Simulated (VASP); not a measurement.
A run of VASP 6.6.1 is set up as follows.

The input POSCAR:

```
LiF
1.0
    0.0000000000      2.0592942210      2.0592942210
    2.0592942210      0.0000000000      2.0592942210
    2.0592942210      2.0592942210      0.0000000000
Li F
1 1
Direct
    0.0000000000      0.0000000000      0.0000000000
    0.5000000000      0.5000000000      0.5000000000
```

File INCAR.step1:

```
  PREC = Accurate
  ENCUT = 910
  ISMEAR = 0
  SIGMA = 0.02
  LREAL = False
  LASPH = True
  NELM = 120
  NBANDS = 12
  GGA = PE
  ALGO = Normal
  EDIFF = 1E-5
  LWAVE = True
  LCHARG = False
  GGA_COMPAT = False
```

The input INCAR.step2:

```
  PREC = Accurate
  ENCUT = 910
  EDIFF = 1E-6
  ISMEAR = 0
  SIGMA = 0.02
  LREAL = False
  LASPH = True
  NELM = 120
  ALGO = Normal
  ISIF = 2
  LWAVE = False
  LCHARG = True
  METAGGA = R2SCAN
  LMIXTAU = True
  LELF = True
  LVHAR = True
  NBANDS = 12
  ISTART = 1
  GGA_COMPAT = False
```

KPOINTS

```
regular mesh
0
Gamma
  10 10 10
```

Potentials or basis: VASP PAW PBE potentials, release 64 (Li_sv, F_h).

Command:

```console
$ cat potpaw_PBE.64/Li_sv/POTCAR potpaw_PBE.64/F_h/POTCAR > POTCAR
$ cp INCAR.step1 INCAR
$ mpirun -np 1 vasp_std > vasp.out
$ cp INCAR.step2 INCAR
$ mpirun -np 1 vasp_std > vasp.out
```

Estimate the band gap on the k mesh.

9.64 eV.

Predict the pressure.

-7.2 GPa.

Caveat: the cutoff is under 1.25 times the usual one of these potentials, so pressure, stress and relaxed cells hold a basis-set (Pulay) error; the cell stands under tension; the PAW data sets were made with another functional, which shifts forces and pressure a little. A k mesh can miss the band edges.
